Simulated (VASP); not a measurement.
# Sn32HO64 (a cell with a defect) in VASP: single point with PBE

Aim: the single point of Sn32HO64 (a cell with a defect) with PBE.

Program: VASP 6.6.1. These are calculated values, not measurements. Logs are shortened: lines on timing, memory, paths and dates and some standing lists are left out, and cuts for length are marked.

## (1) The cell of the first run

The cell holds a defect, 97 atoms: a = 11.626 Å, b = 11.626 Å, c = 13.654 Å, α = 54.04°, β = 54.04°, γ = 71.92°.

## (2) Single point, PBE

Contents of INCAR:

```
SYSTEM = Sn32HO64
ALGO = Normal
EDIFF = 1E-6
ENCUT = 520
GGA = PE
GGA_COMPAT = .FALSE.
ISIF = 2
ISMEAR = -1
LASPH = .TRUE.
LCHARG = .TRUE.
LELF = .TRUE.
LREAL = Auto
LVHAR = .TRUE.
LWAVE = .FALSE.
NBANDS = 470
NELECT = 832.0
NELM = 120
PREC = Accurate
SIGMA = 0.01
```

Contents of KPOINTS:

```
k-points
0
G
  1 1 1
  0 0 0
```

Contents of POSCAR:

```
Sn32HO64
1.0
    0.0000000000      9.6549200600      6.4759066800
    9.6549200600      0.0000000000      6.4759066800
    9.6549200600      9.6549200600      0.0000000000
Sn O H
32 64 1
Direct
    0.1254502724      0.1251147036      0.1249406042
    0.3756363770      0.3755575821      0.3747692798
   -0.0002462970     -0.0013340828      0.0012877815
    0.2498192858      0.2517387055      0.2505331650
    0.1257630783      0.1250780710      0.6256122208
    0.3722846157      0.3789191330      0.8785142662
    0.0051409448     -0.0015148396      0.4986583710
    0.2394859410      0.2518642879      0.7550340301
    0.1256284276      0.6255758417      0.1244654009
    0.3752875415      0.8777201618      0.3730690000
   -0.0004828629      0.5007973027     -0.0000406882
    0.2508645798      0.7503653221      0.2493366955
    0.1258601505      0.6253407525      0.6245523977
    0.3756063115      0.8759177511      0.8743960216
    0.0008315310      0.5003372108      0.4993679270
    0.2503976770      0.7516885961      0.7490753426
    0.6250626376      0.1261365879      0.1241204676
    0.8752840467      0.3755918869      0.3747176864
    0.5009323239      0.0000726043     -0.0010752139
    0.7506367468      0.2501638815      0.2486982010
    0.6377789008      0.1134209575      0.6212799734
    0.8734775889      0.3759126047      0.8748750909
    0.5010348440      0.0005664613      0.4982994831
    0.7511134001      0.2502775587      0.7487289273
    0.6261226262      0.6254318324      0.1252541979
    0.8762466710      0.8749522313      0.3751254689
    0.4994570838      0.5013771418      0.0008995727
    0.7525464591      0.7514468525      0.2484975822
    0.6260781278      0.6257513564      0.6243041622
    0.8758678482      0.8753328122      0.8744582632
    0.4993357853      0.5117181505      0.4951805854
    0.7527112929      0.7460554697      0.7510866783
    0.0288627890      0.2210639920      0.3742493374
    0.2785777803      0.4726205126      0.1237239121
    0.2238503048      0.0301290504      0.3745897469
    0.4710266881      0.2801720873      0.1258152478
   -0.0004049294      0.0011768218      0.1534771968
    0.2492317004      0.2515132450      0.4046932878
    0.0030353426     -0.0012558922      0.3461841051
    0.2514141445      0.2487443776      0.0972113178
    0.0233602600      0.2205277823      0.8769009348
    0.2812502580      0.4699482657      0.6227180120
    0.2215986059      0.0309158222      0.8758450210
    0.4761360440      0.2750857816      0.6441642996
    0.0004851255      0.0010165925      0.6530031609
    0.2492631341      0.2536816320      0.9020030134
    0.0016016791     -0.0007310667      0.8465525022
    0.2554110124      0.2483667685      0.5974406763
    0.0296613232      0.7215365151      0.3740768683
    0.2798744816      0.9722939011      0.1219584676
    0.2226104316      0.5285845823      0.3760044299
    0.4725392521      0.7784412192      0.1261133525
   -0.0012998297      0.5014731300      0.1536677607
    0.2514967882      0.7503257421      0.4028764742
    0.0011778631      0.4994588505      0.3462046949
    0.2517370753      0.7500215410      0.0956427188
    0.0291322470      0.7220604990      0.8732586997
    0.2796363396      0.9726389770      0.6232714343
    0.2209213771      0.5302809763      0.8764482768
    0.4723431575      0.7791811681      0.6255014624
    0.0008637886      0.4997159617      0.6534951960
    0.2497364519      0.7524980799      0.9026371724
    0.0029317423      0.4975272642      0.8460346093
    0.2536559214      0.7482880729      0.5952944375
    0.5290778747      0.2221269068      0.3740034663
    0.7785653171      0.4715623270      0.1243333881
    0.7224663920      0.0287371307      0.3767334968
    0.9720189725      0.2788546071      0.1258320441
    0.4985926166      0.0047045237      0.1508247140
    0.7471660218      0.2519190872      0.4038212491
    0.5014362087      0.0006926748      0.3450344985
    0.7505127334      0.2497530628      0.0959648953
    0.5268091084      0.2243889384      0.8625142743
    0.7789024671      0.4713341375      0.6229252404
    0.7217205284      0.0294777931      0.8753557118
    0.9727498788      0.2786622543      0.6259135095
    0.4992798791      0.0040328732      0.6517076747
    0.7464807805      0.2526145897      0.9029225434
    0.5050667041     -0.0010509632      0.8432490803
    0.7522587461      0.2461289203      0.5960669335
    0.5306801380      0.7278410687      0.3695805222
    0.7789113546      0.9722928640      0.1235527787
    0.7202881666      0.5296012774      0.3771377001
    0.9726925438      0.7785163405      0.1255738450
    0.4996845069      0.5019554450      0.1542513395
    0.7500172397      0.7516091548      0.4030450620
    0.5028216154      0.4957918617      0.3500251716
    0.7519259939      0.7496016910      0.0962226843
    0.5301368280      0.7223284394      0.8729896999
    0.7852456637      0.9659529506      0.6225936165
    0.7210692328      0.5273450063      0.8773798270
    0.9740414598      0.7771515498      0.6257482362
    0.4975171010      0.5019415337      0.6537420247
    0.7501841560      0.7507209460      0.9033009003
    0.5024546631      0.4997842695      0.8461715195
    0.7524456342      0.7481661881      0.5967633398
    0.4842018394      0.2670161309      0.7166365982
```

Potentials or basis: VASP PAW PBE potentials, release 64 (Sn_d, O, H).

Run with:

```console
$ cat potpaw_PBE.64/Sn_d/POTCAR potpaw_PBE.64/O/POTCAR potpaw_PBE.64/H/POTCAR > POTCAR
$ mpirun -np 1 vasp_gam > vasp.out
```

OUTCAR:

```text
SYSTEM = Sn32HO64
   EDIFF = 1E-6
   ENCUT = 520
   GGA = PE
   ISIF = 2
   ISMEAR = -1
   LASPH = .TRUE.
   LREAL = Auto
   NELECT = 832.0
   NELM = 120
   PREC = Accurate

 ion  position               nearest neighbor table
   1  0.125  0.125  0.125-  39 2.08  37 2.09  40 2.09  68 2.10  50 2.10  46 2.10  26 3.23   6 3.24
                             8 3.75
   2  0.376  0.376  0.375-  85 2.08  38 2.08  51 2.09  65 2.10  48 2.10  87 2.10   5 3.24  25 3.24

   3  1.000  0.999  0.001-  84 2.07  82 2.08  41 2.09  43 2.09  37 2.09  47 2.10   8 3.19  28 3.20

   4  0.250  0.252  0.251-  34 2.08  33 2.08  36 2.08  35 2.09  38 2.10  40 2.10   7 3.23  27 3.23
                             6 3.74
   5  0.126  0.125  0.626-  38 2.08  47 2.08  45 2.09  58 2.09  76 2.09  48 2.12  30 3.24   2 3.24
                             8 3.75
   6  0.372  0.379  0.879-  95 2.07  40 2.07  59 2.07  46 2.12  93 2.12  73 2.12  29 3.24   1 3.24
                             4 3.74  27 3.74  11 3.75  16 3.75
   7  0.005  0.998  0.499-  35 2.06  90 2.08  92 2.09  45 2.09  39 2.09  33 2.09   4 3.23  32 3.27
                            21 3.68  10 3.72  13 3.75
   8  0.239  0.252  0.755-  41 2.04  42 2.07  48 2.07  43 2.08  46 2.09  44 2.24   3 3.19  31 3.37
                            22 3.69  13 3.73   1 3.75   5 3.75
   9  0.126  0.626  0.124-  84 2.09  34 2.09  56 2.09  55 2.09  62 2.09  53 2.09  14 3.24  18 3.24

  10  0.375  0.878  0.373-  35 2.07  71 2.08  81 2.08  54 2.09  69 2.09  64 2.10  17 3.23  13 3.25
                            31 3.69   7 3.72
  11  1.000  0.501  1.000-  66 2.08  57 2.09  59 2.09  68 2.09  53 2.10  63 2.10  20 3.23  16 3.25
                             6 3.75
  12  0.251  0.750  0.249-  49 2.08  52 2.09  51 2.09  50 2.09  56 2.09  54 2.10  19 3.24  15 3.24

  13  0.126  0.625  0.625-  92 2.07  63 2.09  64 2.09  54 2.09  61 2.09  42 2.12  10 3.25  22 3.25
                            31 3.73   8 3.73   7 3.75  32 3.75
  14  0.376  0.876  0.874-  62 2.08  56 2.09  79 2.09  77 2.10  89 2.10  43 2.11   9 3.24  21 3.24
[... 11 lines left out ...]
  20  0.751  0.250  0.249-  66 2.09  68 2.09  67 2.09  65 2.09  72 2.09  70 2.11  23 3.23  11 3.23
                            21 3.75
  21  0.638  0.113  0.621-  90 2.01  70 2.06  77 2.06  79 2.09  80 2.09  44 2.23  14 3.24  18 3.24
                             7 3.68  32 3.68  23 3.75  20 3.75
  22  0.873  0.376  0.875-  91 2.07  72 2.08  41 2.08  61 2.09  78 2.09  63 2.10  17 3.23  13 3.25
                             8 3.69  32 3.72
  23  0.501  0.001  0.498-  58 2.09  60 2.09  67 2.09  65 2.09  71 2.09  77 2.11  20 3.23  16 3.23
                            21 3.75
  24  0.751  0.250  0.749-  75 2.08  74 2.08  76 2.09  78 2.09  80 2.11  73 2.12  15 3.24  19 3.24

  25  0.626  0.625  0.125-  85 2.08  88 2.08  94 2.09  66 2.09  52 2.09  87 2.12  30 3.24   2 3.24
                            31 3.75
  26  0.876  0.875  0.375-  37 2.09  86 2.09  96 2.09  39 2.09  49 2.09  67 2.10   1 3.23  29 3.23
[... 9 lines left out ...]
  31  0.499  0.512  0.495-  81 2.04  42 2.07  87 2.07  83 2.08  93 2.09  44 2.24  28 3.19   8 3.37
                            10 3.69  13 3.73  29 3.75  25 3.75
  32  0.753  0.746  0.751-  91 2.06  90 2.08  92 2.09  94 2.09  89 2.09  96 2.09  27 3.23   7 3.27
                            21 3.68  22 3.72  13 3.75
  33  0.029  0.221  0.374-   4 2.08   7 2.09  18 2.10
[... 376 lines left out ...]
   IMIX   =      4    mixing-type and parameters
     AMIX     =   0.40;   BMIX     =  1.00
     AMIX_MAG =   1.60;   BMIX_MAG =  1.00
  volume/ion in A,a.u.               =      12.45        83.99
  Fermi-wavevector in a.u.,A,eV,Ry     =   1.446017  2.732575 28.449294  2.090964
  Thomas-Fermi vector in A             =   2.564133
   LORBIT       =      0    0 simple, 1 ext, 2 COOP (PROOUT), +10 PAW based schemes
   GGA     = PE    functional components
   LHFCALC =     F    Hartree Fock is set to
   AEXX    =    0.0000 exact exchange contribution
   IVDW    =     0    specifies the selected vdW correction
   LEPSILON=     F    determine dielectric tensor
   LRPA    =     F    only Hartree local field effects (RPA)
 non-spin polarized calculation
  energy-cutoff  :      520.00
  volume of cell :     1207.34
 maximum number of plane-waves:     16247
 NGX is ok and might be reduce to    90
   NGX = 43   NGY = 43   NGZ = 51

 number of electron     832.0000018 magnetization

 Free energy of the ion-electron system (eV)
  ---------------------------------------------------
  ext. energy  EPLUGINS =         0.00000000
  ---------------------------------------------------
  free energy    TOTEN  =      -606.46406140 eV

  energy without entropy =     -606.46406140  energy(sigma->0) =     -606.46406140

 E-fermi :   5.8229     XC(G=0): -10.9713

 val. band max:        5.5558556296   @ k =   0.0000   0.0000   0.0000
 cond. band min:       6.2236259519   @ k =   0.0000   0.0000   0.0000
 fundamental gap:      0.6677703223
 Fermi energy:         5.8229114660

 k-point     1 :       0.0000    0.0000    0.0000
  band No.  band energies     occupation
      1     -15.6609      2.00000
      2     -15.5144      2.00000
      3     -15.4394      2.00000
      4     -15.4291      2.00000
      5     -15.3980      2.00000
      6     -15.3807      2.00000
[... 420 lines left out ...]
    427       9.5862      0.00000
    428       9.5999      0.00000
 [bands above 428 left out]

------------------------ aborting loop because EDIFF is reached ----------------------------------------

  FORCE on cell =-STRESS in cart. coord.  units (eV):
  Direction    XX          YY          ZZ          XY          YZ          ZX
  --------------------------------------------------------------------------------------
  -------------------------------------------------------------------------------------
  Total       -4.4201598     -9.0396466     -7.1538558     -4.6657009      0.0651954      0.0633457
  in kB       -5.8657103    -11.9959346     -9.4934228     -6.1915521      0.0865166      0.0840620
  external PRESSURE =      -9.1183559 kB  Pullay stress =       0.0000000 kB

 VOLUME and BASIS-vectors are now :
 -----------------------------------------------------------------------------
  energy-cutoff  :      520.00
  volume of cell :     1207.34
      direct lattice vectors                 reciprocal lattice vectors
     0.000000000  9.654920060  6.475906680    -0.051787068  0.051787068  0.077209266
     9.654920060  0.000000000  6.475906680     0.051787068 -0.051787068  0.077209266
     9.654920060  9.654920060  0.000000000     0.051787068  0.051787068 -0.077209266

 POSITION                                       TOTAL-FORCE (eV/Angst)
 -----------------------------------------------------------------------------------
      2.41426      2.41750      1.62264         0.004521      0.007617     -0.002165
      7.24435      7.24511      4.86466        -0.001387     -0.001296      0.002550
      9.65447      9.66498     12.94158         0.007969     -0.008462      0.000686
      4.84939      4.83086      3.24804        -0.000074      0.008441     -0.001906
      7.24785      7.25447      1.62442        -0.001433     -0.003050     -0.002639
     12.14042     12.07636      4.86473        -0.004366      0.003276     -0.000646
[... 89 lines left out ...]
     12.98519     13.02650      9.71782         0.011661      0.014942      0.001197
      9.49709     11.59400      4.86482         0.053380      0.080457     -0.000325
 -----------------------------------------------------------------------------------
    total drift:                                0.040017      0.033745      0.029809

  FREE ENERGIE OF THE ION-ELECTRON SYSTEM (eV)
  ---------------------------------------------------
  free  energy   TOTEN  =      -606.4640614000 eV

  energy  without entropy=     -606.4640614000  energy(sigma->0) =     -606.46406140
```

Wall time 61 min (1 thread of Intel Xeon 8259CL, shared host); peak memory 1.6 GiB.

What came out:

| Item | Value |
| --- | --- |
| Free energy | -606.4641 eV |
| Largest force | 0.097 eV/Å |

Forces on the atoms (eV/Å):
```
Sn   0.005  0.008 -0.002
Sn  -0.001 -0.001  0.003
Sn   0.008 -0.008  0.001
Sn   0.000  0.008 -0.002
Sn  -0.001 -0.003 -0.003
Sn  -0.004  0.003 -0.001
Sn  -0.004  0.001 -0.010
Sn  -0.011  0.005  0.008
Sn   0.003  0.003  0.001
Sn   0.003 -0.001  0.002
Sn   0.000  0.000  0.002
Sn   0.004 -0.001  0.001
Sn   0.000 -0.001 -0.001
Sn  -0.004 -0.001 -0.005
Sn   0.001  0.001  0.002
Sn  -0.002  0.000  0.000
Sn   0.006  0.005 -0.004
Sn  -0.004 -0.001  0.008
Sn   0.001  0.005  0.002
Sn  -0.002 -0.007 -0.003
Sn   0.000 -0.007 -0.001
Sn   0.003  0.002  0.000
Sn   0.002  0.000  0.003
Sn   0.004  0.004  0.000
Sn  -0.005 -0.003 -0.002
Sn  -0.002  0.004  0.003
Sn  -0.001  0.003  0.000
Sn   0.005 -0.004 -0.004
Sn   0.001  0.001  0.002
Sn  -0.004 -0.003  0.000
Sn  -0.007 -0.007 -0.006
Sn   0.002 -0.004  0.011
O    0.014 -0.018 -0.001
O    0.016 -0.016  0.000
O   -0.013  0.013  0.005
O   -0.015  0.015 -0.002
O   -0.013 -0.013 -0.001
O   -0.012 -0.014  0.001
O    0.009  0.013 -0.002
O    0.010  0.015 -0.004
O    0.021 -0.020 -0.012
O    0.007 -0.005 -0.002
O   -0.020  0.022  0.005
O   -0.038 -0.051  0.000
O   -0.011 -0.013 -0.004
O   -0.017 -0.009  0.014
O    0.014  0.015  0.001
O    0.011  0.015  0.003
O    0.009 -0.016  0.001
O    0.016 -0.017  0.002
O   -0.016  0.016  0.001
O   -0.012  0.011 -0.001
O   -0.012 -0.012 -0.001
O   -0.015 -0.012  0.001
O    0.012  0.011  0.000
O    0.013  0.016  0.001
O    0.009 -0.011  0.001
O    0.018 -0.014  0.002
O   -0.010  0.009  0.002
O   -0.012  0.014 -0.001
O   -0.013 -0.011 -0.001
O   -0.013 -0.015  0.001
O    0.009  0.015  0.000
O    0.009  0.016 -0.001
O    0.014 -0.013  0.000
O    0.018 -0.012 -0.003
O   -0.013  0.017  0.000
O   -0.013  0.015  0.001
O   -0.015 -0.019  0.000
O   -0.009 -0.021  0.004
O    0.011  0.012 -0.001
O    0.015  0.015 -0.001
O    0.005 -0.024 -0.001
O    0.014 -0.019 -0.002
O   -0.015  0.011  0.002
O   -0.013  0.011  0.002
O   -0.009 -0.021 -0.007
O   -0.016 -0.019 -0.002
O    0.023  0.013  0.005
O    0.020  0.010 -0.007
O    0.016 -0.017  0.010
O    0.020 -0.018 -0.001
O   -0.020  0.022  0.000
O   -0.016  0.016  0.001
O   -0.011 -0.012 -0.002
O   -0.012 -0.015  0.001
O    0.007  0.011 -0.004
O    0.013  0.016  0.000
O    0.014 -0.018  0.004
O   -0.001  0.000  0.001
O   -0.015  0.015 -0.006
O   -0.010  0.006  0.002
O   -0.018 -0.009 -0.015
O   -0.012 -0.014  0.001
O    0.011  0.015  0.004
O    0.012  0.015  0.001
H    0.053  0.080  0.000
```

Caveat: the k points lie up to 0.67 Å⁻¹ apart; the cell carries a net charge on a neutralising background, which shifts energy and pressure; the cell is charged against a uniform background, so pressure and absolute levels hang on convention; spin-orbit coupling is left out, which moves the levels of the heavy elements.
